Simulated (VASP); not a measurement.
Set up this calculation in VASP 6.6.1, as the native input.

| Property | Result |
| --- | --- |
| Task | single point |
| Functional | PBE |
| Potentials or basis | VASP PAW PBE potentials, release 64 (In_d) |
| Cutoff | 520 eV |
| k mesh | 11 × 11 × 11 |
| Occupations | fermi-dirac, width 0.05 eV |
| Spin | no spin polarisation |
| Dipole correction | no |
| Further INCAR settings | ALGO = Normal; EDIFF = 1e-07; NBANDS = 12 |

The structure of In lies in POSCAR:

```
In
1.0
   -1.5922878321      1.5922878321      2.4232021571
    1.5922878321     -1.5922878321      2.4232021571
    1.5922878321      1.5922878321     -2.4232021571
In
1
Direct
    0.0000000000      0.0000000000      0.0000000000
```

The input as run:

INCAR

```
  ALGO = Normal
  EDIFF = 1E-7
  ENCUT = 520
  GGA = PE
  ISIF = 2
  ISMEAR = -1
  LASPH = True
  LCHARG = True
  LELF = True
  LREAL = False
  LVHAR = True
  LWAVE = False
  NBANDS = 12
  NELM = 100
  PREC = Accurate
  SIGMA = 0.05
```

KPOINTS

```
k-points
0
Gamma
  11 11 11
```

Potentials or basis: VASP PAW PBE potentials, release 64 (In_d).

Launch:

```sh
$ cat potpaw_PBE.64/In_d/POTCAR > POTCAR
$ mpirun -np 1 vasp_std > vasp.out
```

It gave:

The pressure is 5.3 GPa.

Wall time 59 s on 1 thread of Intel Xeon 8259CL, with other jobs on the host, peak memory 0.18 GiB.
